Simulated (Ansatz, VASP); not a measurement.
# CdSeS4 in VASP and in Ansatz

```
Cd Se S
1.0
     0.00000    3.93169    3.93169
     3.93169    0.00000    3.93169
     3.93169    3.93169    0.00000
Cd Se S
1 1 4
Direct
  0.25000 0.25000 0.25000
  0.00000 0.00000 0.00000
  0.64303 0.64303 0.07092
  0.64303 0.07092 0.64303
  0.07092 0.64303 0.64303
  0.64303 0.64303 0.64303
```

Change from the starting cell: species swapped into the GdYCo4 type (F-43m, No. 216).

Alike in both runs: task relaxation of cell and atoms; functional PBE; k mesh 8 × 8 × 8; occupations gaussian, width 0.1 eV; no spin polarisation.

|  | VASP | Ansatz |
| --- | --- | --- |
| version | VASP 6.6.1 | Ansatz 0.2.0 |
| potentials or method | VASP PAW PBE potentials, release 64 (Cd, Se, S), cutoff 600 eV | scalar-relativistic, plane waves, PAW |
| valence electrons in the cell | 42 | 60 |

VASP gave:

- gap on the k mesh at the Fermi level, each at its own relaxed structure (eV): none
- relaxed volume (Å³/atom): 19.32
- relaxed cell length with the largest relative difference (Å): 5.473

Q: Estimate Ansatz's values.

A: gap on the k mesh at the Fermi level, each at its own relaxed structure (eV): none; relaxed volume (Å³/atom): 19.23; relaxed cell length with the largest relative difference (Å): 5.465.

A gap of «none» marks a metal or a gap that the smearing closes. VASP's potentials hold 42 valence electrons a cell and Ansatz's 60, so a difference there can come from the potentials and not from the codes.
